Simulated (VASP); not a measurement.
# KTaO3 (Pm-3m) in VASP: single point with HSE06

Aim: the single point of KTaO3 with HSE06.

Everything below comes from runs of VASP 6.6.1. Logs are shortened: lines on timing, memory, paths and dates and some standing lists are left out, and cuts for length are marked.

### 1 The cell of the first run

Symmetry: Pm-3m, No. 221, cubic system. Conventional cell: a = 3.990 Å, b = 3.990 Å, c = 3.990 Å, α = 90.00°, β = 90.00°, γ = 90.00°. K (site symmetry m-3m) has 12 O at 2.82 Å and 8 Ta at 3.46 Å within 3.7 Å. Within 2.6 Å of Ta (site symmetry m-3m) lie 6 O at 2.00 Å. O (site symmetry 4/mmm) has 2 Ta at 2.00 Å within 2.6 Å.

### 2 Single point, HSE06

The input, POSCAR:

```
KTaO3
1.0
    3.9901311161      0.0000000000      0.0000000000
    0.0000000000      3.9901311161      0.0000000000
    0.0000000000      0.0000000000      3.9901311161
K Ta O
1 1 3
Direct
    0.0000000000      0.0000000000      0.0000000000
    0.5000000000      0.5000000000      0.5000000000
    0.5000000000      0.5000000000      0.0000000000
    0.5000000000      0.0000000000      0.5000000000
    0.0000000000      0.5000000000      0.5000000000
```

The input, INCAR.step1:

```
SYSTEM = KTaO3
PREC = Accurate
ENCUT = 520
EDIFF = 1E-5
ISMEAR = 0
SIGMA = 0.01
LREAL = .FALSE.
LASPH = .TRUE.
NELM = 80
ALGO = Normal
ISIF = 2
LWAVE = .TRUE.
NBANDS = 27
GGA = PE
```

The input, INCAR.step2:

```
SYSTEM = KTaO3
PREC = Accurate
ENCUT = 520
EDIFF = 1E-6
ISMEAR = 0
SIGMA = 0.01
LREAL = .FALSE.
LASPH = .TRUE.
NELM = 80
ALGO = Normal
ISIF = 2
LWAVE = .FALSE.
LCHARG = .TRUE.
GGA = PE
LHFCALC = .TRUE.
HFSCREEN = 0.2079
PRECFOCK = Fast
LELF = .TRUE.
LVHAR = .TRUE.
NBANDS = 27
ISTART = 1
```

The input, KPOINTS:

```
regular mesh
0
G
  4 4 4
  0 0 0
```

Potentials or basis: VASP PAW PBE potentials, release 64 (K_sv, Ta_pv, O).

Run with:

```
$ cat potpaw_PBE.64/K_sv/POTCAR potpaw_PBE.64/Ta_pv/POTCAR potpaw_PBE.64/O/POTCAR > POTCAR
$ cp INCAR.step1 INCAR
$ mpirun -np 1 vasp_std > vasp.out
$ cp INCAR.step2 INCAR
$ mpirun -np 1 vasp_std > vasp.out
```

OUTCAR:

```text
SYSTEM = KTaO3
   PREC = Accurate
   ENCUT = 520
   EDIFF = 1E-6
   ISMEAR = 0
   LREAL = .FALSE.
   LASPH = .TRUE.
   NELM = 80
   ISIF = 2
   GGA = PE
   LHFCALC = .TRUE.
   HFSCREEN = 0.2079
   PRECFOCK = Fast
   ISTART = 1

 ion  position               nearest neighbor table
   1  0.000  0.000  0.000-   3 2.82   4 2.82   5 2.82   4 2.82   5 2.82   3 2.82   5 2.82   5 2.82
                             3 2.82   4 2.82   4 2.82   3 2.82   2 3.46   2 3.46   2 3.46   2 3.46
   2  0.500  0.500  0.500-   3 2.00   4 2.00   5 2.00   3 2.00   4 2.00   5 2.00   1 3.46   1 3.46
                             1 3.46   1 3.46   1 3.46   1 3.46   1 3.46   1 3.46
   3  0.500  0.500  0.000-   2 2.00   2 2.00   1 2.82   1 2.82   1 2.82   1 2.82
   4  0.500  0.000  0.500-   2 2.00   2 2.00   1 2.82   1 2.82   1 2.82   1 2.82
   5  0.000  0.500  0.500-   2 2.00   2 2.00   1 2.82   1 2.82   1 2.82   1 2.82

  LATTYP: Found a simple cubic cell.
 ALAT       =     3.9901311161

  Lattice vectors:

 A1 = (   3.9901311161,   0.0000000000,   0.0000000000)
 A2 = (   0.0000000000,   3.9901311161,   0.0000000000)
 A3 = (   0.0000000000,   0.0000000000,   3.9901311161)

Analysis of symmetry for initial positions (statically):
=====================================================================
 Subroutine PRICEL returns:
 Original cell was already a primitive cell.

 Routine SETGRP: Setting up the symmetry group for a
 simple cubic supercell.

 Subroutine GETGRP returns: Found 48 space group operations
 (whereof 48 operations were pure point group operations)
 out of a pool of 48 trial point group operations.

The static configuration has the point symmetry O_h .

Analysis of symmetry for dynamics (positions and initial velocities):
=====================================================================
 Subroutine PRICEL returns:
 Original cell was already a primitive cell.

 Routine SETGRP: Setting up the symmetry group for a
 simple cubic supercell.

 Subroutine GETGRP returns: Found 48 space group operations
 (whereof 48 operations were pure point group operations)
 out of a pool of 48 trial point group operations.

The dynamic configuration has the point symmetry O_h .

 Subroutine INISYM returns: Found 48 space group operations
 (whereof 48 operations are pure point group operations),
 and found     1 'primitive' translations

----------------------------------------------------------------------------------------

                                     Primitive cell

  volume of cell :      63.5275

  direct lattice vectors                    reciprocal lattice vectors
     3.990131116  0.000000000  0.000000000     0.250618331  0.000000000  0.000000000
     0.000000000  3.990131116  0.000000000     0.000000000  0.250618331  0.000000000
     0.000000000  0.000000000  3.990131116     0.000000000  0.000000000  0.250618331

  length of vectors
     3.990131116  3.990131116  3.990131116     0.250618331  0.250618331  0.250618331

  position of ions in fractional coordinates (direct lattice)
     0.000000000  0.000000000  0.000000000
     0.500000000  0.500000000  0.500000000
     0.500000000  0.500000000  0.000000000
     0.500000000  0.000000000  0.500000000
     0.000000000  0.500000000  0.500000000

  ion indices of the primitive-cell ions
   primitive index   ion index
                 1           1
                 2           2
                 3           3
                 4           4
                 5           5

----------------------------------------------------------------------------------------

 KPOINTS: regular mesh

Automatic generation of k-mesh.
 Grid dimensions read from file:
 generate k-points for:    4    4    4

 Generating k-lattice:

  Cartesian coordinates                     Fractional coordinates (reciprocal lattice)
     0.062654583  0.000000000  0.000000000     0.250000000  0.000000000  0.000000000
     0.000000000  0.062654583  0.000000000     0.000000000  0.250000000  0.000000000
     0.000000000  0.000000000  0.062654583     0.000000000  0.000000000  0.250000000

  Length of vectors
     0.062654583  0.062654583  0.062654583

  Shift w.r.t. Gamma in fractional coordinates (k-lattice)
     0.000000000  0.000000000  0.000000000

 Subroutine IBZKPT returns following result:
 ===========================================

 Found     10 irreducible k-points:

 Following reciprocal coordinates:
            Coordinates               Weight
  0.000000  0.000000  0.000000      1.000000
  0.250000  0.000000  0.000000      6.000000
  0.500000  0.000000  0.000000      3.000000
  0.250000  0.250000  0.000000     12.000000
  0.500000  0.250000  0.000000     12.000000
  0.500000  0.500000  0.000000      3.000000
  0.250000  0.250000  0.250000      8.000000
  0.500000  0.250000  0.250000     12.000000
  0.500000  0.500000  0.250000      6.000000
  0.500000  0.500000  0.500000      1.000000
   k-points           NKPTS =     10   k-points in BZ     NKDIM =     64   number of bands    NBANDS=     27
   number of dos      NEDOS =    301   number of ions     NIONS =      5
   total plane-waves  NPLWV =  27000
   dimension x,y,z NGX =    30 NGY =   30 NGZ =   30
   dimension x,y,z NGXF=    60 NGYF=   60 NGZF=   60
   ions per type =               1   1   3
   NGX,Y,Z   is equivalent  to a cutoff of  12.50, 12.50, 12.50 a.u.
   NGXF,Y,Z  is equivalent  to a cutoff of  25.00, 25.00, 25.00 a.u.
 SYSTEM =  KTaO3
   PREC   = accura    normal or accurate (medium, high low for compatibility)
   ISTART =      1    job   : 0-new  1-cont  2-samecut
   ICHARG =      0    charge: 1-file 2-atom 10-const
   ISPIN  =      1    spin polarized calculation?
   LNONCOLLINEAR =      F non collinear calculations
   LSORBIT =      F    spin-orbit coupling
   LASPH  =      T    aspherical Exc in radial PAW
   ENCUT  =  520.0 eV  38.22 Ry    6.18 a.u.   7.42  7.42  7.42*2*pi/ulx,y,z
   NELM   =     80;   NELMIN=  2; NELMDL=  0     # of ELM steps
   EDIFF  = 0.1E-05   stopping-criterion for ELM
   LREAL  =      F    real-space projection
   EDIFFG = 0.1E-04   stopping-criterion for IOM
   NSW    =      0    number of steps for IOM
   IBRION =     -1    ionic relax: 0-MD 1-quasi-New 2-CG
   NFREE  =      0    steps in history (QN), initial steepest desc. (CG)
   ISIF   =      2    stress and relaxation
   ISYM   =      3    0-nonsym 1-usesym 2-fastsym
   POTIM  = 0.5000    time-step for ionic-motion
   TEBEG  =    0.0;   TEEND  =   0.0 temperature during run
   PSTRESS=    0.0 pullay stress
   NELECT =      38.0000    total number of electrons
   NUPDOWN=      -1.0000    fix difference up-down
   EMIN   =  10.00;   EMAX   =-10.00  energy-range for DOS
   EFERMI =   0.00;   METHOD = LEGACY
   ISMEAR =     0;   SIGMA  =   0.01  broadening in eV -4-tet -1-fermi 0-gaus
   EFERMI_NEDOS =   21; number of points for ismear=-14 and -15
   IALGO  =     38    algorithm
   IMIX   =      1    mixing-type and parameters
     AMIX     =   0.40;   BMIX     =  1.00
     AMIX_MAG =   1.60;   BMIX_MAG =  1.00
  volume/ion in A,a.u.               =      12.71        85.74
  Fermi-wavevector in a.u.,A,eV,Ry     =   1.379375  2.606640 25.887452  1.902674
  Thomas-Fermi vector in A             =   2.504350
   LORBIT       =      0    0 simple, 1 ext, 2 COOP (PROOUT), +10 PAW based schemes
   GGA     = PE    functional components
   LHFCALC =     T    Hartree Fock is set to
   PRECFOCK=fast      Normal, Fast or Accurate (Low or Medium for compatibility)
   ENCUT4O =  -1.0   cutoff for four orbital integrals eV
   NKREDX  =     1    reduce k-point grid by
   NKREDY  =     1    reduce k-point grid by
   NKREDZ  =     1    reduce k-point grid by
   AEXX    =    0.2500 exact exchange contribution
   HFSCREEN=    0.2079 screening length (either q_TF or 0.3 A-1)
   HFSCREENC=   0.2079 screening length for correlation (either q_TF or 0.3 A-1)
   ENCUTFOCK=  -1.0 apply spherical cutoff to Coloumb kernel
   IVDW    =     0    specifies the selected vdW correction
   LEPSILON=     F    determine dielectric tensor
   LRPA    =     F    only Hartree local field effects (RPA)
 non-spin polarized calculation
 Gauss-broadening in eV      SIGMA  =   0.01
  energy-cutoff  :      520.00
  volume of cell :       63.53
 maximum number of plane-waves:      1743
 NGX is ok and might be reduce to    30
  NGX = 16; NGY = 16; NGZ = 16

 number of electron      37.9999976 magnetization

 Free energy of the ion-electron system (eV)
  ---------------------------------------------------
  ext. energy  EPLUGINS =         0.00000000
  ---------------------------------------------------
  free energy    TOTEN  =       -49.36302379 eV

  energy without entropy =      -49.36302379  energy(sigma->0) =      -49.36302379

 E-fermi :   0.7694     XC(G=0):  -8.9283

 val. band max:        0.6936637973   @ k =   0.5000   0.5000   0.5000
 cond. band min:       4.1723961066   @ k =   0.0000   0.0000   0.0000
 fundamental gap:      3.4787323093
 Fermi energy:         0.7694307156

 k-point     1 :       0.0000    0.0000    0.0000
  band No.  band energies     occupation
      1     -35.3944      2.00000
      2     -35.3944      2.00000
      3     -35.3944      2.00000
      4     -28.5445      2.00000
      5     -18.5047      2.00000
      6     -17.7659      2.00000
[... 19 lines left out ...]
     26      10.5108      0.00000
     27      10.5108      0.00000

 k-point     2 :       0.2500    0.0000    0.0000
  band No.  band energies     occupation
      1     -35.4471      2.00000
      2     -35.3910      2.00000
      3     -35.3910      2.00000
      4     -28.5296      2.00000
      5     -18.3926      2.00000
      6     -17.7536      2.00000
[... 19 lines left out ...]
     26      11.2680      0.00000
     27      11.5634      0.00000

 k-point     3 :       0.5000    0.0000    0.0000
  band No.  band energies     occupation
      1     -35.4991      2.00000
      2     -35.3877      2.00000
      3     -35.3877      2.00000
      4     -28.5147      2.00000
      5     -18.3850      2.00000
      6     -17.7412      2.00000
[... 19 lines left out ...]
     26      12.1103      0.00000
     27      13.1514      0.00000

 k-point     4 :       0.2500    0.2500    0.0000
  band No.  band energies     occupation
      1     -35.4438      2.00000
      2     -35.4432      2.00000
      3     -35.3876      2.00000
      4     -28.5185      2.00000
      5     -18.1893      2.00000
      6     -17.4465      2.00000
[... 19 lines left out ...]
     26      11.8960      0.00000
     27      12.3883      0.00000

 k-point     5 :       0.5000    0.2500    0.0000
  band No.  band energies     occupation
      1     -35.4953      2.00000
      2     -35.4399      2.00000
      3     -35.3843      2.00000
      4     -28.5074      2.00000
      5     -18.1268      2.00000
      6     -17.3967      2.00000
[... 19 lines left out ...]
     26      12.7693      0.00000
     27      13.6015      0.00000

 k-point     6 :       0.5000    0.5000    0.0000
  band No.  band energies     occupation
      1     -35.4915      2.00000
      2     -35.4915      2.00000
      3     -35.3809      2.00000
      4     -28.5001      2.00000
      5     -18.0097      2.00000
      6     -16.8192      2.00000
[... 19 lines left out ...]
     26      14.5049      0.00000
     27      14.5052      0.00000

 k-point     7 :       0.2500    0.2500    0.2500
  band No.  band energies     occupation
      1     -35.4404      2.00000
      2     -35.4398      2.00000
      3     -35.4398      2.00000
      4     -28.5091      2.00000
      5     -17.7763      2.00000
      6     -17.2984      2.00000
[... 19 lines left out ...]
     26      12.6127      0.00000
     27      12.6127      0.00000

 k-point     8 :       0.5000    0.2500    0.2500
  band No.  band energies     occupation
      1     -35.4917      2.00000
      2     -35.4366      2.00000
      3     -35.4364      2.00000
      4     -28.4997      2.00000
      5     -17.6363      2.00000
      6     -17.2743      2.00000
[... 19 lines left out ...]
     26      12.9966      0.00000
     27      13.2905      0.00000

 k-point     9 :       0.5000    0.5000    0.2500
  band No.  band energies     occupation
      1     -35.4881      2.00000
      2     -35.4881      2.00000
      3     -35.4331      2.00000
      4     -28.4920      2.00000
      5     -17.4232      2.00000
      6     -16.7793      2.00000
[... 19 lines left out ...]
     26      13.2495      0.00000
     27      13.6981      0.00000

 k-point    10 :       0.5000    0.5000    0.5000
  band No.  band energies     occupation
      1     -35.4846      2.00000
      2     -35.4846      2.00000
      3     -35.4846      2.00000
      4     -28.4838      2.00000
      5     -16.7382      2.00000
      6     -16.7382      2.00000
[... 19 lines left out ...]
     26      13.2545      0.00000
     27      15.0670      0.00000

------------------------ aborting loop because EDIFF is reached ----------------------------------------

  FORCE on cell =-STRESS in cart. coord.  units (eV):
  Direction    XX          YY          ZZ          XY          YZ          ZX
  --------------------------------------------------------------------------------------
  -------------------------------------------------------------------------------------
  Total       -0.1069735     -0.1069735     -0.1069735      0.0000000     -0.0000000     -0.0000000
  in kB       -2.6978953     -2.6978953     -2.6978953      0.0000000     -0.0000000     -0.0000000
  external PRESSURE =      -2.6978953 kB  Pullay stress =       0.0000000 kB

 VOLUME and BASIS-vectors are now :
 -----------------------------------------------------------------------------
  energy-cutoff  :      520.00
  volume of cell :       63.53
      direct lattice vectors                 reciprocal lattice vectors
     3.990131116  0.000000000  0.000000000     0.250618331  0.000000000  0.000000000
     0.000000000  3.990131116  0.000000000     0.000000000  0.250618331  0.000000000
     0.000000000  0.000000000  3.990131116     0.000000000  0.000000000  0.250618331

 POSITION                                       TOTAL-FORCE (eV/Angst)
 -----------------------------------------------------------------------------------
      0.00000      0.00000      0.00000         0.000000      0.000000      0.000000
      1.99507      1.99507      1.99507         0.000000      0.000000      0.000000
      1.99507      1.99507      0.00000         0.000000      0.000000      0.000000
      1.99507      0.00000      1.99507         0.000000      0.000000      0.000000
      0.00000      1.99507      1.99507         0.000000      0.000000      0.000000
 -----------------------------------------------------------------------------------
    total drift:                               -0.000018      0.000016      0.000016

  FREE ENERGIE OF THE ION-ELECTRON SYSTEM (eV)
  ---------------------------------------------------
  free  energy   TOTEN  =       -49.3630237914 eV

  energy  without entropy=      -49.3630237914  energy(sigma->0) =      -49.36302379
```

Wall time 10 min (1 thread of Intel Xeon Platinum 8259CL at 2.50GHz (Skylake/Cascade Lake), shared host); peak memory 0.29 GiB.

What came out:

```yaml
Free_energy: -49.3630 eV
Pressure: -0.3 GPa
Band_gap_on_the_k_mesh: 3.48 eV (least direct gap 4.13 eV)
```

Caveat: the PAW data sets were made with another functional, which shifts forces and pressure a little; spin-orbit coupling is left out, which moves the levels of the heavy elements. A k mesh can miss the band edges.
